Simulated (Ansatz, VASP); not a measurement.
## Two plane-wave programs on SiC3

File POSCAR:

```
SiC3
1.0
    2.7964006878      0.0000000000      0.0000000000
    0.0000000000      2.7964006878      0.0000000000
    0.0000000000      0.0000000000      4.0900436009
C Si
3 1
Direct
    0.5000000000      0.0000000000      0.7862689763
    0.5000000000      0.5000000000      0.0000000000
    0.0000000000      0.5000000000      0.2137310237
    0.0000000000      0.0000000000      0.5000000000
```

Contents of INCAR.step1:

```
SYSTEM = SiC3
ALGO     = Normal         ! electronic algorithm
EDIFF    = 1E-4           ! SCF threshold, eV
ENCUT    = 520            ! plane-wave cutoff, eV
GGA      = PE             ! functional
ISMEAR   = 0              ! smearing method
LASPH    = .TRUE.         ! aspherical terms in the spheres
LCHARG   = .FALSE.        ! write CHGCAR
LREAL    = .FALSE.        ! projectors in reciprocal space
LWAVE    = .TRUE.         ! write WAVECAR
NBANDS   = 16             ! bands
NELM     = 100            ! most SCF steps
PREC     = Accurate       ! precision mode
SIGMA    = 0.01           ! smearing width, eV
```

Contents of INCAR.step2:

```
SYSTEM = SiC3
ALGO     = Normal         ! electronic algorithm
EDIFF    = 1E-6           ! SCF threshold, eV
ENCUT    = 520            ! plane-wave cutoff, eV
ISIF     = 2              ! what is computed and relaxed
ISMEAR   = 0              ! smearing method
ISTART   = 1            
LASPH    = .TRUE.         ! aspherical terms in the spheres
LCHARG   = .FALSE.        ! write CHGCAR
LMIXTAU  = .TRUE.       
LREAL    = .FALSE.        ! projectors in reciprocal space
LWAVE    = .FALSE.        ! write WAVECAR
METAGGA  = R2SCAN         ! meta-GGA
NBANDS   = 16             ! bands
NELM     = 100            ! most SCF steps
PREC     = Accurate       ! precision mode
SIGMA    = 0.01           ! smearing width, eV
```

The input KPOINTS:

```
k-points
0
G
  10 10 6
  0 0 0
```

Input for Ansatz:

```yaml
crystal:
  lattice:
    - [2.7964006878, 0.0, 0.0]
    - [0.0, 2.7964006878, 0.0]
    - [0.0, 0.0, 4.0900436009]
  atoms:
    - { symbol: C, position: [0.5, 0.0, 0.7862689763] }
    - { symbol: C, position: [0.5, 0.5, 0.0] }
    - { symbol: C, position: [0.0, 0.5, 0.2137310237] }
    - { symbol: Si, position: [0.0, 0.0, 0.5] }
kpoints:
  mp_grid: { grid: [10, 10, 6] }
  band_path:
    path:
      - [0.0, 0.0, 0.0]
      - [0.0, 0.5, 0.0]
      - [0.5, 0.5, 0.0]
      - [0.0, 0.0, 0.5]
      - [0.0, 0.5, 0.5]
      - [0.5, 0.5, 0.5]
      - [-0.003906, 0.0, 0.0]
      - [0.424479, 0.424479, 0.0]
    npoints: 1
hamiltonian:
  xc: r2scan
scf:
  occupations: { method: fixed }
  n_extra_bands: 5
output:
  forces: true
  stress: true
  eigenvalues: true
```

Alike in both runs: task single point; functional r2SCAN; k mesh 10 × 10 × 6; no spin polarisation.

|  | VASP | Ansatz |
| --- | --- | --- |
| version | VASP 6.6.1 | Ansatz 0.2.0 |
| potentials or method | VASP PAW PBE potentials, release 64 (C, Si) | plane waves, PAW |
| plane-wave cutoff (eV) | 520 | 500 |
| occupations | gaussian, width 0.01 eV | fixed |
| valence electrons in the cell | 16 | 16 |

|  | VASP | Ansatz | Ansatz less VASP |
| --- | --- | --- | --- |
| gap on the k mesh at the Fermi level (eV) | 1.68 | 1.67 | -0.008 |
| pressure (GPa) | 0.0 | 0.0 | -0.01 |
| traceless stress, the component that is largest in VASP (GPa) | -0.15 | 0.03 | +0.179 |
| rms of the force components (eV/Å) | 0.018 | 0.000 | -0.0180 |

VASP's potentials were made for PBE, not for r2SCAN. Atom by atom the forces differ by 0.019 eV/Å (rms over components).
